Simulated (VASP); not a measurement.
# Pt (R-3m) in VASP: relaxation of cell and atoms with PBE

Aim: the relaxation of cell and atoms of Pt with PBE.

Program: VASP 6.6.1. These are calculated values, not measurements. Logs are shortened: lines on timing, memory, paths and dates and some standing lists are left out, and cuts for length are marked.

## (1) The cell of the first run

It takes space group R-3m (No. 166, trigonal). Conventional cell: a = 3.285 Å, b = 3.285 Å, c = 11.798 Å, α = 90.00°, β = 90.00°, γ = 120.00°. Pt (site symmetry 3m) has 1 Pt at 1.36 Å within 1.8 Å.

## (2) Relaxation of cell and atoms, PBE

INCAR

```
SYSTEM = Pt
ALGO = Normal
EDIFF = 1E-7
EDIFFG = -0.04
ENCUT = 570
GGA = PE
GGA_COMPAT = .False.
IBRION = 2
ISIF = 3
ISMEAR = 0
LASPH = .True.
LCHARG = .False.
LREAL = .False.
LWAVE = .False.
NELM = 120
NELMIN = 4
NSW = 90
PREC = Accurate
SIGMA = 0.1
```

KPOINTS

```
k-points
0
Gamma
  6 6 6
  0 0 0
```

POSCAR

```
Pt
1.0
    1.6424003055      0.9482402584      3.9328322670
   -1.6424003055      0.9482402584      3.9328322670
    0.0000000000     -1.8964805170      3.9328322670
Pt
2
Direct
    0.0577000000      0.0577000000      0.0577000000
    0.9423000000      0.9423000000      0.9423000000
```

Potentials or basis: VASP PAW PBE potentials, release 64 (Pt_sv_GW).

Command:

```sh
cat potpaw_PBE.64/Pt_sv_GW/POTCAR > POTCAR
mpirun -np 1 vasp_std > vasp.out
```

OUTCAR:

```text
SYSTEM = Pt
   EDIFF = 1E-7
   EDIFFG = -0.04
   ENCUT = 570
   GGA = PE
   IBRION = 2
   ISIF = 3
   ISMEAR = 0
   LASPH = .True.
   LREAL = .False.
   NELM = 120
   NELMIN = 4
   NSW = 90
   PREC = Accurate

 ion  position               nearest neighbor table
   1  0.058  0.058  0.058-   2 1.36   2 3.20   2 3.20   2 3.20
   2  0.942  0.942  0.942-   1 1.36   1 3.20   1 3.20   1 3.20

 -----------------------------------------------------------------------------
|                                                                             |
|           W    W    AA    RRRRR   N    N  II  N    N   GGGG   !!!           |
|           W    W   A  A   R    R  NN   N  II  NN   N  G    G  !!!           |
|           W    W  A    A  R    R  N N  N  II  N N  N  G       !!!           |
|           W WW W  AAAAAA  RRRRR   N  N N  II  N  N N  G  GGG   !            |
|           WW  WW  A    A  R   R   N   NN  II  N   NN  G    G                |
|           W    W  A    A  R    R  N    N  II  N    N   GGGG   !!!           |
|                                                                             |
|     The distance between some ions is very small. Please check the          |
|     nearest-neighbor list in the OUTCAR file.                               |
|     I HOPE YOU KNOW WHAT YOU ARE DOING!                                     |
|                                                                             |
 -----------------------------------------------------------------------------

  LATTYP: Found a trigonal (rhomboedric) cell.
 ALAT       =     4.3662120873
 COS(alpha) =     0.7170052526

  Lattice vectors:

 A1 = (   1.6424003055,   0.9482402584,   3.9328322670)
 A2 = (  -1.6424003055,   0.9482402584,   3.9328322670)
 A3 = (   0.0000000000,  -1.8964805170,   3.9328322670)

Analysis of symmetry for initial positions (statically):
=====================================================================
 Subroutine PRICEL returns:
 Original cell was already a primitive cell.

 Routine SETGRP: Setting up the symmetry group for a
 trigonal (rhombohedral) supercell.

 Subroutine GETGRP returns: Found 12 space group operations
 (whereof 12 operations were pure point group operations)
 out of a pool of 12 trial point group operations.

The static configuration has the point symmetry D_3d.

Analysis of symmetry for dynamics (positions and initial velocities):
=====================================================================
 Subroutine PRICEL returns:
 Original cell was already a primitive cell.

 Routine SETGRP: Setting up the symmetry group for a
 trigonal (rhombohedral) supercell.

 Subroutine GETGRP returns: Found 12 space group operations
 (whereof 12 operations were pure point group operations)
 out of a pool of 12 trial point group operations.

The dynamic configuration has the point symmetry D_3d.

 Subroutine INISYM returns: Found 12 space group operations
 (whereof 12 operations are pure point group operations),
 and found     1 'primitive' translations

----------------------------------------------------------------------------------------

                                     Primitive cell

  volume of cell :      36.7497

  direct lattice vectors                    reciprocal lattice vectors
     1.642400306  0.948240258  3.932832267     0.304432481  0.175764175  0.084756560
    -1.642400306  0.948240258  3.932832267    -0.304432481  0.175764175  0.084756560
     0.000000000 -1.896480517  3.932832267     0.000000000 -0.351528350  0.084756560

  length of vectors
     4.366212087  4.366212087  4.366212087     0.361601791  0.361601791  0.361601791

  position of ions in fractional coordinates (direct lattice)
     0.057700000  0.057700000  0.057700000
     0.942300000  0.942300000  0.942300000

  ion indices of the primitive-cell ions
   primitive index   ion index
                 1           1
                 2           2

----------------------------------------------------------------------------------------

 KPOINTS: k-points

Automatic generation of k-mesh.
 Grid dimensions read from file:
 generate k-points for:    6    6    6

 Generating k-lattice:

  Cartesian coordinates                     Fractional coordinates (reciprocal lattice)
     0.050738747  0.029294029  0.014126093     0.166666667 -0.000000000 -0.000000000
    -0.050738747  0.029294029  0.014126093    -0.000000000  0.166666667 -0.000000000
     0.000000000 -0.058588058  0.014126093     0.000000000  0.000000000  0.166666667

  Length of vectors
     0.060266965  0.060266965  0.060266965

  Shift w.r.t. Gamma in fractional coordinates (k-lattice)
     0.000000000  0.000000000  0.000000000

 Subroutine IBZKPT returns following result:
 ===========================================

 Found     32 irreducible k-points:

 Following reciprocal coordinates:
            Coordinates               Weight
  0.000000  0.000000  0.000000      1.000000
  0.166667  0.000000 -0.000000      6.000000
  0.333333  0.000000 -0.000000      6.000000
  0.500000  0.000000  0.000000      3.000000
  0.166667  0.166667 -0.000000      6.000000
  0.333333  0.166667  0.000000     12.000000
[... 16 lines left out ...]
  0.500000  0.500000  0.166667      6.000000
 -0.333333  0.500000  0.166667     12.000000
 [... further k-points ...]
   k-points           NKPTS =     32   k-points in BZ     NKDIM =     32   number of bands    NBANDS=     22
   number of dos      NEDOS =    301   number of ions     NIONS =      2
   total plane-waves  NPLWV =  46656
   dimension x,y,z NGX =    36 NGY =   36 NGZ =   36
   dimension x,y,z NGXF=    72 NGYF=   72 NGZF=   72
   ions per type =               2
   NGX,Y,Z   is equivalent  to a cutoff of  13.71, 13.71, 13.71 a.u.
   NGXF,Y,Z  is equivalent  to a cutoff of  27.41, 27.41, 27.41 a.u.
 SYSTEM =  Pt
   PREC   = accura    normal or accurate (medium, high low for compatibility)
   ISTART =      0    job   : 0-new  1-cont  2-samecut
   ICHARG =      2    charge: 1-file 2-atom 10-const
   ISPIN  =      1    spin polarized calculation?
   LNONCOLLINEAR =      F non collinear calculations
   LSORBIT =      F    spin-orbit coupling
   LASPH  =      T    aspherical Exc in radial PAW
   ENCUT  =  570.0 eV  41.89 Ry    6.47 a.u.   8.50  8.50  8.50*2*pi/ulx,y,z
   NELM   =    120;   NELMIN=  4; NELMDL= -5     # of ELM steps
   EDIFF  = 0.1E-06   stopping-criterion for ELM
   LREAL  =      F    real-space projection
   EDIFFG = -.4E-01   stopping-criterion for IOM
   NSW    =     90    number of steps for IOM
   IBRION =      2    ionic relax: 0-MD 1-quasi-New 2-CG
   NFREE  =      1    steps in history (QN), initial steepest desc. (CG)
   ISIF   =      3    stress and relaxation
   ISYM   =      2    0-nonsym 1-usesym 2-fastsym
   POTIM  = 0.5000    time-step for ionic-motion
   TEBEG  =    0.0;   TEEND  =   0.0 temperature during run
   PSTRESS=    0.0 pullay stress
   NELECT =      36.0000    total number of electrons
   NUPDOWN=      -1.0000    fix difference up-down
   EMIN   =  10.00;   EMAX   =-10.00  energy-range for DOS
   EFERMI =   0.00;   METHOD = LEGACY
   ISMEAR =     0;   SIGMA  =   0.10  broadening in eV -4-tet -1-fermi 0-gaus
   EFERMI_NEDOS =   21; number of points for ismear=-14 and -15
   IALGO  =     38    algorithm
   IMIX   =      4    mixing-type and parameters
     AMIX     =   0.40;   BMIX     =  1.00
     AMIX_MAG =   1.60;   BMIX_MAG =  1.00
  volume/ion in A,a.u.               =      18.37       124.00
  Fermi-wavevector in a.u.,A,eV,Ry     =   1.625889  3.072485 35.967219  2.643516
  Thomas-Fermi vector in A             =   2.718938
   LORBIT       =      0    0 simple, 1 ext, 2 COOP (PROOUT), +10 PAW based schemes
   GGA     = PE    functional components
   LHFCALC =     F    Hartree Fock is set to
   AEXX    =    0.0000 exact exchange contribution
   IVDW    =     0    specifies the selected vdW correction
   LEPSILON=     F    determine dielectric tensor
   LRPA    =     F    only Hartree local field effects (RPA)
 conjugate gradient relaxation of ions
 non-spin polarized calculation
 Gauss-broadening in eV      SIGMA  =   0.10
  energy-cutoff  :      570.00
  volume of cell :       36.75
 maximum number of plane-waves:      1154
 NGX is ok and might be reduce to    36
   NGX = 17   NGY = 17   NGZ = 17

--------------------------------------- Ionic step        1  -------------------------------------------

 number of electron      35.9999999 magnetization

 Free energy of the ion-electron system (eV)
  ---------------------------------------------------
  ext. energy  EPLUGINS =         0.00000000
  ---------------------------------------------------
  free energy    TOTEN  =        62.57046783 eV

  energy without entropy =       62.58522626  energy(sigma->0) =       62.57784705

------------------------ aborting loop because EDIFF is reached ----------------------------------------

  FORCE on cell =-STRESS in cart. coord.  units (eV):
  Direction    XX          YY          ZZ          XY          YZ          ZX
  --------------------------------------------------------------------------------------
  -------------------------------------------------------------------------------------
  Total        1.6884467      1.6884467    463.7655531      0.0000000     -0.0000000      0.0000000
  in kB       73.6111927     73.6111927  20218.7819340      0.0000000     -0.0000003      0.0000000
  external PRESSURE =    6788.6681065 kB  Pullay stress =       0.0000000 kB
[... 3135 lines left out ...]
     21      16.0348      0.00000
     22      18.0684      0.00000

 [... further k-points ...]

[... ionic steps 4 to 24 ...]

--------------------------------------- Ionic step       25  -------------------------------------------

 number of electron      36.0000000 magnetization

------------------------ aborting loop because EDIFF is reached ----------------------------------------

  FORCE on cell =-STRESS in cart. coord.  units (eV):
  Direction    XX          YY          ZZ          XY          YZ          ZX
  --------------------------------------------------------------------------------------
  -------------------------------------------------------------------------------------
  Total        0.0156463      0.0156463      0.4408155      0.0000000     -0.0000000      0.0000000
  in kB        0.8117983      0.8117983     22.8714012      0.0000000     -0.0000000      0.0000000
  external PRESSURE =       8.1649992 kB  Pullay stress =       0.0000000 kB
[... 57 lines left out ...]
  energy  without entropy=      -12.2358470206  energy(sigma->0) =      -12.24243641

--------------------------------------- Ionic step       27  -------------------------------------------

 number of electron      36.0000000 magnetization

 Free energy of the ion-electron system (eV)
  ---------------------------------------------------
  ext. energy  EPLUGINS =         0.00000000
  ---------------------------------------------------
  free energy    TOTEN  =       -12.25060699 eV

  energy without entropy =      -12.23832865  energy(sigma->0) =      -12.24446782

 E-fermi :  10.2743     XC(G=0): -13.9233

 val. band max:       10.2699182862   @ k =   0.5000   0.5000   0.1667
 cond. band min:      10.2827206497   @ k =   0.5000   0.5000   0.0000
 fundamental gap:      0.0128023635
 Fermi energy:        10.2743218494

 k-point     1 :       0.0000    0.0000    0.0000
  band No.  band energies     occupation
      1     -88.3000      2.00000
      2     -88.2722      2.00000
      3     -42.6489      2.00000
      4     -42.2980      2.00000
      5     -42.2980      2.00000
      6     -42.2372      2.00000
[... 620 lines left out ...]
  FREE ENERGIE OF THE ION-ELECTRON SYSTEM (eV)
  ---------------------------------------------------
  free  energy   TOTEN  =       -12.2506069870 eV

  energy  without entropy=      -12.2383286478  energy(sigma->0) =      -12.24446782

 reached required accuracy - stopping structural energy minimisation
```

It took 11 min on 1 thread of Intel Xeon 6975P-C (Granite Rapids), shared host; peak memory 0.23 GiB.

What came out:

```
Free energy                           : -12.2506 eV
Relaxed volume                        : 15.48 Å³/atom
Relaxed cell                          : a = 4.861 Å, b = 4.861 Å, c = 4.861 Å, α = 33.37°, β = 33.37°, γ = 33.37°
Space group after relaxing (to 0.1 Å) : Fm-3m (No. 225)
Pressure after relaxing               : 0.0 GPa
Largest force after relaxing          : 0.012 eV/Å
Band gap on the k mesh                : zero (bands 18 and 19 overlap by 1.84 eV)
```

Forces in eV/Å, atoms in the order of the input:
```
Pt   0.000  0.000  0.012
Pt   0.000  0.000 -0.012
```

Final structure:
```yaml
crystal:
  lattice:
    - [1.39576, 0.80584, 4.58640]
    - [-1.39576, 0.80584, 4.58640]
    - [0.00000, -1.61169, 4.58640]
  atoms:
    - { symbol: Pt, position: [0.24997, 0.24997, 0.24997] }
    - { symbol: Pt, position: [0.75003, 0.75003, 0.75003] }
```

Levels at points of the mesh, in eV from the Fermi level:
```tsv
k point	band 16	band 17	band 18	band 19	band 20	band 21
(0.00, 0.00, 0.00)	-1.58	-1.58	-0.40	0.01	0.01	5.57
(0.50, 0.00, 0.00)	-2.09	0.18	0.18	3.00	3.00	7.28
(0.50, 0.50, 0.00)	0.01	0.06	0.46	0.46	1.85	5.69
(0.50, 0.50, 0.50)	-3.28	-1.38	-1.38	-1.38	-1.38	13.07
```

Caveat: the k points lie up to 0.44 Å⁻¹ apart in the final cell, too coarse for converged energies and pressures of a metal; the volume moved by over 15 % at a fixed basis, so the end points are rough; spin-orbit coupling is left out, which moves the levels of the heavy elements.
